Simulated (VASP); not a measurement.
Write the native input for VASP 6.6.1 that does the following.

```yaml
Task: single point
Functional: PBE
Potentials_or_basis: VASP PAW PBE potentials, release 64 (K_sv, I)
Cutoff: 520 eV
k_mesh: 6 × 6 × 4
Occupations: gaussian, width 0.1 eV
Spin: no spin polarisation
Dipole_correction: no
Further_INCAR_settings: ALGO = Normal; EDIFF = 1e-06; NBANDS = 18
```

The structure of KI2 lies in POSCAR:

```
KI2
1.0
    4.6249542900      0.0000000000      0.0000000000
   -2.3124771500      4.0053279100      0.0000000000
    0.0000000000      0.0000000000      5.9341877800
K I
1 2
Direct
    0.0000000000      0.0000000000      0.0000000000
    0.3333333300      0.6666666700      0.2733419500
    0.6666666700      0.3333333300      0.7266580500
```

One way to write it, as run:

INCAR

```
  ALGO = Normal
  EDIFF = 1E-6
  ENCUT = 520
  GGA = PE
  ISIF = 2
  ISMEAR = 0
  LASPH = T
  LCHARG = F
  LREAL = F
  LWAVE = F
  NBANDS = 18
  NELM = 100
  PREC = Accurate
  SIGMA = 0.1
```

KPOINTS

```
k-points
0
Gamma
  6 6 4
```

Potentials or basis: VASP PAW PBE potentials, release 64 (K_sv, I).

Launch:

```console
$ cat potpaw_PBE.64/K_sv/POTCAR potpaw_PBE.64/I/POTCAR > POTCAR
$ mpirun -np 1 vasp_std > vasp.out
```

Results of the run:

The pressure is 6.3 GPa. The largest force is 0.687 eV/Å.

Caveat: an odd number of electrons without spin polarisation forces a metal; a magnetic or distorted state may lie lower.

Wall time 30 s on 1 thread of Intel(R) Xeon(R) Platinum 8488C (Sapphire Rapids), on a shared host, peak memory 0.25 GiB.
